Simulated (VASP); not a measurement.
# Sn in VASP: single point with PBE+D3(BJ)

Aim: the single point of Sn with PBE+D3(BJ).

Program: VASP 6.6.1. These are calculated values, not measurements. Logs are shortened: lines on timing, memory, paths and dates and some standing lists are left out, and cuts for length are marked.

## 1. The cell of the first run

The typed cell holds 1 atom: a = 3.340 Å, b = 3.340 Å, c = 3.340 Å, α = 119.43°, β = 119.42°, γ = 91.00°.

## 2. Single point, PBE+D3(BJ) (strain -0.040 along x and y, +0.080 along z)

INCAR reads:

```
SYSTEM = Sn
PREC     = Accurate       ! precision mode
ENCUT    = 520            ! plane-wave cutoff, eV
EDIFF    = 1E-6           ! SCF threshold, eV
ISMEAR   = 0              ! smearing method
SIGMA    = 0.15           ! smearing width, eV
LREAL    = .False.        ! projectors in reciprocal space
LASPH    = .True.         ! aspherical terms in the spheres
NELM     = 100            ! most SCF steps
ALGO     = Fast           ! electronic algorithm
ISIF     = 2              ! what is computed and relaxed
LWAVE    = .False.        ! write WAVECAR
LCHARG   = .False.        ! write CHGCAR
GGA      = PE             ! functional
IVDW     = 12             ! dispersion correction
NBANDS   = 13             ! bands
```

KPOINTS reads:

```
Automatic mesh
0
Gamma
  24 24 24
  0 0 0
```

POSCAR reads:

```
Sn
1.0
   -1.6842302805      1.6844291479      2.3408900071
    1.6842302805     -1.6844291479      2.3408900071
    1.6842302805      1.6844291479     -2.3408900071
Sn
1
Direct
    0.0000000000      0.0000000000      0.0000000000
```

Potentials or basis: VASP PAW PBE potentials, release 64 (Sn_d).

On the command line:

```bash
$ cat potpaw_PBE.64/Sn_d/POTCAR > POTCAR
$ mpirun -np 1 vasp_std > vasp.out
```

OUTCAR:

```text
SYSTEM = Sn
   PREC = Accurate
   ENCUT = 520
   EDIFF = 1E-6
   ISMEAR = 0
   LREAL = .False.
   LASPH = .True.
   NELM = 100
   ISIF = 2
   GGA = PE
   IVDW = 12
 IVDW          = 12

 ion  position               nearest neighbor table
   1  0.000  0.000  0.000-

  LATTYP: Found a body centered orthorhombic cell.
 ALAT       =     3.3684605610
 B/A-ratio  =     1.0001180761
 C/A-ratio  =     1.3898871397

  Lattice vectors:

 A1 = (  -1.6842302805,   1.6844291479,   2.3408900071)
 A2 = (   1.6842302805,  -1.6844291479,   2.3408900071)
 A3 = (   1.6842302805,   1.6844291479,  -2.3408900071)

Analysis of symmetry for initial positions (statically):
=====================================================================
 Subroutine PRICEL returns:
 Original cell was already a primitive cell.

 Routine SETGRP: Setting up the symmetry group for a
 body centered orthorhombic supercell.

 Subroutine GETGRP returns: Found  8 space group operations
 (whereof  8 operations were pure point group operations)
 out of a pool of  8 trial point group operations.

The static configuration has the point symmetry D_2h.

Analysis of symmetry for dynamics (positions and initial velocities):
=====================================================================
 Subroutine PRICEL returns:
 Original cell was already a primitive cell.

 Routine SETGRP: Setting up the symmetry group for a
 body centered orthorhombic supercell.

 Subroutine GETGRP returns: Found  8 space group operations
 (whereof  8 operations were pure point group operations)
 out of a pool of  8 trial point group operations.

The dynamic configuration has the point symmetry D_2h.

 Subroutine INISYM returns: Found  8 space group operations
 (whereof  8 operations are pure point group operations),
 and found     1 'primitive' translations

----------------------------------------------------------------------------------------

                                     Primitive cell

  volume of cell :      26.5641

  direct lattice vectors                    reciprocal lattice vectors
    -1.684230281  1.684429148  2.340890007     0.000000000  0.296836469  0.213593974
     1.684230281 -1.684429148  2.340890007     0.296871518  0.000000000  0.213593974
     1.684230281  1.684429148 -2.340890007     0.296871518  0.296836469  0.000000000

  length of vectors
     3.339715440  3.339715440  3.339715440     0.365696972  0.365725422  0.419814944

  position of ions in fractional coordinates (direct lattice)
     0.000000000  0.000000000  0.000000000
[... 86 lines left out ...]
   PSTRESS=    0.0 pullay stress
   NELECT =      14.0000    total number of electrons
   NUPDOWN=      -1.0000    fix difference up-down
   EMIN   =  10.00;   EMAX   =-10.00  energy-range for DOS
   EFERMI =   0.00;   METHOD = LEGACY
   ISMEAR =     0;   SIGMA  =   0.15  broadening in eV -4-tet -1-fermi 0-gaus
   EFERMI_NEDOS =   21; number of points for ismear=-14 and -15
   IALGO  =     68    algorithm
   IMIX   =      4    mixing-type and parameters
     AMIX     =   0.40;   BMIX     =  1.00
     AMIX_MAG =   1.60;   BMIX_MAG =  1.00
  volume/ion in A,a.u.               =      26.56       179.26
  Fermi-wavevector in a.u.,A,eV,Ry     =   1.322368  2.498914 23.791936  1.748658
  Thomas-Fermi vector in A             =   2.452054
   LORBIT       =      0    0 simple, 1 ext, 2 COOP (PROOUT), +10 PAW based schemes
   GGA     = PE    functional components
   LHFCALC =     F    Hartree Fock is set to
   AEXX    =    0.0000 exact exchange contribution
   IVDW    =    12    specifies the selected vdW correction
   LEPSILON=     F    determine dielectric tensor
   LRPA    =     F    only Hartree local field effects (RPA)
 non-spin polarized calculation
 RMM-DIIS sequential band-by-band and
 Gauss-broadening in eV      SIGMA  =   0.15
  energy-cutoff  :      520.00
  volume of cell :       26.56
 maximum number of plane-waves:       740
 NGX is ok and might be reduce to    28
   NGX = 13   NGY = 13   NGZ = 13

 number of electron      14.0000004 magnetization

 Free energy of the ion-electron system (eV)
  ---------------------------------------------------
  ext. energy  EPLUGINS =         0.00000000
  ---------------------------------------------------
  free energy    TOTEN  =        -3.77664807 eV

  energy without entropy =       -3.77076607  energy(sigma->0) =       -3.77370707

 E-fermi :   8.4481     XC(G=0): -10.4716

 val. band max:        8.4480129788   @ k =   0.5000  -0.4583   0.2500
 cond. band min:       8.4488703236   @ k =  -0.1667  -0.2917   0.0833
 fundamental gap:      0.0008573448
 Fermi energy:         8.4481446586

 k-point     1 :       0.0000    0.0000    0.0000
  band No.  band energies     occupation
      1     -13.1586      2.00000
      2     -13.1585      2.00000
      3     -13.1467      2.00000
      4     -13.0781      2.00000
      5     -13.0647      2.00000
      6      -2.8840      2.00000
      7      16.2971      0.00000
      8      16.3294      0.00000
      9      16.3322      0.00000
     10      19.0567      0.00000
     11      20.3781      0.00000
     12      20.3812      0.00000
     13      20.4564      0.00000
[... 354 lines left out ...]
  band No.  band energies     occupation
      1     -13.1535      2.00000
      2     -13.1503      2.00000
      3     -13.1384      2.00000
      4     -13.0000      2.00000
      5     -12.9918      2.00000
      6       0.9307      2.00000
      7       4.5908      2.00000
      8      13.7958      0.00000
      9      14.5593      0.00000
     10      18.0815      0.00000
     11      18.9719      0.00000
     12      19.5035      0.00000
     13      20.1271      0.00000

 [... further k-points ...]

------------------------ aborting loop because EDIFF is reached ----------------------------------------

 Edisp (eV)   -0.39391

 E8    (eV) :    -0.1890

  FORCE on cell =-STRESS in cart. coord.  units (eV):
  Direction    XX          YY          ZZ          XY          YZ          ZX
  --------------------------------------------------------------------------------------
  -------------------------------------------------------------------------------------
  Total       0.06849     0.06762     0.06701     0.00000     0.00000     0.00000
  in kB       4.13086     4.07860     4.04166     0.00000     0.00000     0.00000
  external pressure =        4.08 kB  Pullay stress =        0.00 kB

 VOLUME and BASIS-vectors are now :
 -----------------------------------------------------------------------------
  energy-cutoff  :      520.00
  volume of cell :       26.56
      direct lattice vectors                 reciprocal lattice vectors
    -1.684230281  1.684429148  2.340890007     0.000000000  0.296836469  0.213593974
     1.684230281 -1.684429148  2.340890007     0.296871518  0.000000000  0.213593974
     1.684230281  1.684429148 -2.340890007     0.296871518  0.296836469  0.000000000

 POSITION                                       TOTAL-FORCE (eV/Angst)
 -----------------------------------------------------------------------------------
      0.00000      0.00000      0.00000         0.000000      0.000000      0.000000
 -----------------------------------------------------------------------------------
    total drift:                               -0.000000     -0.000000     -0.000000

  FREE ENERGIE OF THE ION-ELECTRON SYSTEM (eV)
  ---------------------------------------------------
  free  energy   TOTEN  =        -4.1705543436 eV

  energy  without entropy=       -4.1646723360  energy(sigma->0) =       -4.16761334
```

OSZICAR:

```text
N       E                     dE             d eps       ncg     rms          rms(c)
DAV:   1     0.807235906465E+02    0.80724E+02   -0.71817E+03 52493   0.162E+03
DAV:   2     0.182591604490E+01   -0.78898E+02   -0.76333E+02 53973   0.340E+02
DAV:   3    -0.367471753244E+01   -0.55006E+01   -0.54770E+01 60640   0.729E+01
DAV:   4    -0.378621495871E+01   -0.11150E+00   -0.11147E+00 62509   0.111E+01
DAV:   5    -0.378996572993E+01   -0.37508E-02   -0.37507E-02 67118   0.199E+00    0.136E+00
RMM:   6    -0.378017377390E+01    0.97920E-02   -0.80345E-03 64665   0.117E+00    0.780E-01
RMM:   7    -0.377672026411E+01    0.34535E-02   -0.65944E-03 64481   0.958E-01    0.940E-02
RMM:   8    -0.377661337676E+01    0.10689E-03   -0.75204E-04 70992   0.412E-01    0.284E-02
RMM:   9    -0.377664489871E+01   -0.31522E-04   -0.30392E-04 79249   0.167E-01    0.201E-02
RMM:  10    -0.377664586437E+01   -0.96566E-06   -0.46304E-05 69483   0.101E-01    0.316E-03
RMM:  11    -0.377664784364E+01   -0.19793E-05   -0.26565E-05 81806   0.485E-02    0.555E-03
RMM:  12    -0.377664807343E+01   -0.22979E-06   -0.18602E-06 45387   0.149E-02
   1 F= -.41705543E+01 E0= -.41676133E+01  d E =-.588201E-02
```

stdout:

```text
POSCAR found type information on POSCAR Sn
 POSCAR found :  1 types and       1 ions
 scaLAPACK will be used
 LDA part: xc-table for (Slater+PW92), standard interpolation
 POSCAR, INCAR and KPOINTS ok, starting setup
 FFT: planning ... GRIDC
 FFT: planning ... GRID_SOFT
 FFT: planning ... GRID
 WAVECAR not read
[... 14 lines left out ...]
WARNING in EDDRMM: call to ZHEGV failed, returncode =   6  3     11
WARNING in EDDRMM: call to ZHEGV failed, returncode =   8  4     12
WARNING in EDDRMM: call to ZHEGV failed, returncode =   8  4     12
WARNING in EDDRMM: call to ZHEGV failed, returncode =   6  3     12
WARNING in EDDRMM: call to ZHEGV failed, returncode =   8  4     11
WARNING in EDDRMM: call to ZHEGV failed, returncode =   8  4     11
WARNING in EDDRMM: call to ZHEGV failed, returncode =   8  4     11
WARNING in EDDRMM: call to ZHEGV failed, returncode =   6  3      9
WARNING in EDDRMM: call to ZHEGV failed, returncode =   8  4     11
WARNING in EDDRMM: call to ZHEGV failed, returncode =   8  4     11
```

It took 5.2 min on 1 thread of Intel Xeon 6975P-C (Granite Rapids), shared host; peak memory 0.7 GiB.

Results:

| Quantity | Value |
| --- | --- |
| Free energy | -4.1706 eV |
| Pressure | 0.4 GPa |
| Band gap on the k mesh | zero (bands 7 and 8 overlap by 9.92 eV) |
| Dispersion energy per atom | -0.394 eV |

Caveat: the cell differs from its parent crystal (strain -0.040 along x and y, +0.080 along z); spin-orbit coupling is left out, which moves the levels of the heavy elements.
